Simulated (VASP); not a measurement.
Wanted: the native input for a VASP 6.6.1 run.

| Quantity | Value |
| --- | --- |
| Task | single point |
| Functional | PBE |
| Potentials or basis | VASP PAW PBE potentials, release 64 (Ta_pv) |
| Cutoff | 520 eV |
| k mesh | 24 × 24 × 20 |
| Occupations | gaussian, width 0.1 eV |
| Spin | no spin polarisation |
| Dipole correction | no |
| Further INCAR settings | ALGO = Fast; EDIFF = 1e-06; NBANDS = 12 |

The structure of Ta lies in POSCAR:

```
Ta
1.0
    2.8866060675      0.0000000000      0.0000000000
   -1.4433030337      2.4998741852      0.0000000000
    0.0000000000      0.0000000000      2.7388532788
Ta
1
Direct
    0.0000000000      0.0000000000      0.0000000000
```

The cell was built from a structure type or drawn by symmetry, and may not be a known phase.

The input as run:

INCAR

```
SYSTEM = Ta
PREC     = Accurate       ! precision mode
ENCUT    = 520            ! plane-wave cutoff, eV
EDIFF    = 1E-6           ! SCF threshold, eV
ISMEAR   = 0              ! smearing method
SIGMA    = 0.1            ! smearing width, eV
LREAL    = .FALSE.        ! projectors in reciprocal space
LASPH    = .TRUE.         ! aspherical terms in the spheres
NELM     = 60             ! most SCF steps
ALGO     = Fast           ! electronic algorithm
ISIF     = 2              ! what is computed and relaxed
LWAVE    = .FALSE.        ! write WAVECAR
LCHARG   = .FALSE.        ! write CHGCAR
GGA      = PE             ! functional
NBANDS   = 12             ! bands
```

KPOINTS

```
Automatic mesh
0
G
  24 24 20
  0 0 0
```

Potentials or basis: VASP PAW PBE potentials, release 64 (Ta_pv).

Command:

```bash
$ cat potpaw_PBE.64/Ta_pv/POTCAR > POTCAR
$ mpirun -np 1 vasp_std > vasp.out
```

Results of the run:

```
Pressure               : 0.1 GPa
Band gap on the k mesh : zero (an odd number of electrons rules out a gap without spin polarisation)
```

Caveat: spin-orbit coupling is left out, which moves the levels of the heavy elements.

Wall time 86 s on 1 thread of Intel(R) Xeon(R) Platinum 8259CL CPU @ 2.50GHz (Skylake/Cascade Lake), on a shared host, peak memory 0.26 GiB.
